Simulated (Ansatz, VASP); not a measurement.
**Two plane-wave programs on SrO**

File INCAR:

```
SYSTEM = SrO
PREC = Accurate
ENCUT = 520
EDIFF = 1E-8
ISMEAR = -1
SIGMA = 0.02
LREAL = .False.
LASPH = .True.
NELM = 100
ALGO = Normal
ISIF = 2
LWAVE = .False.
LCHARG = .False.
GGA = PE
LEFG = .True.
NBANDS = 15
```

File KPOINTS:

```
Automatic mesh
0
Gamma
  8 8 8
  0 0 0
```

POSCAR

```
SrO
1.0
    0.0256980000      2.5826490000      2.5826490000
    2.5826490000      0.0256980000      2.5826490000
    2.5826490000      2.5826490000      0.0256980000
Sr O
1 1
Direct
    0.0000000000      0.0000000000      0.0000000000
    0.5000000000      0.5000000000      0.5000000000
```

Input for Ansatz:

```yaml
crystal:
  lattice:
    - [0.025698, 2.582649, 2.582649]
    - [2.582649, 0.025698, 2.582649]
    - [2.582649, 2.582649, 0.025698]
  atoms:
    - { symbol: Sr, position: [0.0, 0.0, 0.0] }
    - { symbol: O, position: [0.5, 0.5, 0.5] }
kpoints:
  mp_grid: { grid: [8, 8, 8] }
scf:
  occupations: { method: fermi_dirac, width: 0.02 }
hamiltonian:
  xc: pbe
  pseudopotentials: { kind: paw }
output:
  forces: true
  stress: true
  eigenvalues: true
  efg: { contact_densities: true }
```

Change from the starting cell: equal xy, yz and zx shear strains of +1 %, PAW files.

Alike in both runs: task electric field gradients; functional PBE; k mesh 8 × 8 × 8; occupations fermi-dirac, width 0.02 eV; no spin polarisation.

|  | VASP | Ansatz |
| --- | --- | --- |
| version | VASP 6.6.1 | Ansatz 0.2.0 |
| potentials or method | VASP PAW PBE potentials, release 64 (Sr_sv, O) | PAW with Ansatz's default frozen-core files, scalar-relativistic |
| plane-wave cutoff (eV) | 520 | 420 |
| valence electrons in the cell | 16 | 16 |

|  | VASP | Ansatz | Ansatz less VASP |
| --- | --- | --- | --- |
| gap on the k mesh at the Fermi level (eV) | 3.25 | 3.30 | +0.049 |
| pressure (GPa) | 3.5 | 2.9 | -0.59 |
| traceless stress, the component that is largest in VASP (GPa) | -0.56 | -0.56 | 0.000 |
| size of Vzz on the site where it differs most (V/Å²) | 7.6 | 7.8 | +0.12 |
